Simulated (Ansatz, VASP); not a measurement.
## SiO2: VASP beside Ansatz

```
Si O
1.0
     5.23827    0.00000    0.00000
     0.00000    7.44058    0.00000
     0.00000    0.00000    8.12286
Si O
6 12
Direct
  0.25000 0.21135 0.10526
  0.75000 0.78865 0.89474
  0.75000 0.21135 0.89474
  0.25000 0.78865 0.10526
  0.25000 0.50000 0.38688
  0.75000 0.50000 0.61312
  0.00000 0.26266 0.00000
  0.50000 0.73734 0.00000
  0.00000 0.73734 0.00000
  0.50000 0.26266 0.00000
  0.25000 0.00000 0.14828
  0.75000 0.00000 0.85172
  0.25000 0.32188 0.27441
  0.75000 0.67812 0.72559
  0.75000 0.32188 0.72559
  0.25000 0.67812 0.27441
  0.50000 0.50000 0.50000
  0.00000 0.50000 0.50000
```

Alike in both runs: task single point; functional r2SCAN; k mesh 4 × 4 × 4; occupations gaussian, width 0.02 eV; no spin polarisation.

|  | VASP | Ansatz |
| --- | --- | --- |
| version | VASP 6.6.1 | Ansatz 0.2.0 |
| potentials or method | VASP PAW PBE potentials, release 64 (Si, O), cutoff 520 eV | scalar-relativistic, plane waves, PAW |
| valence electrons in the cell | 96 | 96 |

```csv
,VASP,Ansatz,Ansatz less VASP
gap on the k mesh at the Fermi level (eV),6.17,6.18,+0.008
least direct gap on the mesh (eV),6.17,6.18,+0.008
pressure (GPa),0.2,0.1,-0.13
rms of the force components (eV/Å),0.007,0.017,+0.0104
```

VASP's potentials were made for PBE, not for r2SCAN. Atom by atom the forces differ by 0.014 eV/Å (rms over components). The functional is the same, so the differences come from potentials, cutoffs and numerics. Ansatz's warnings: xc potential rough in thin density.
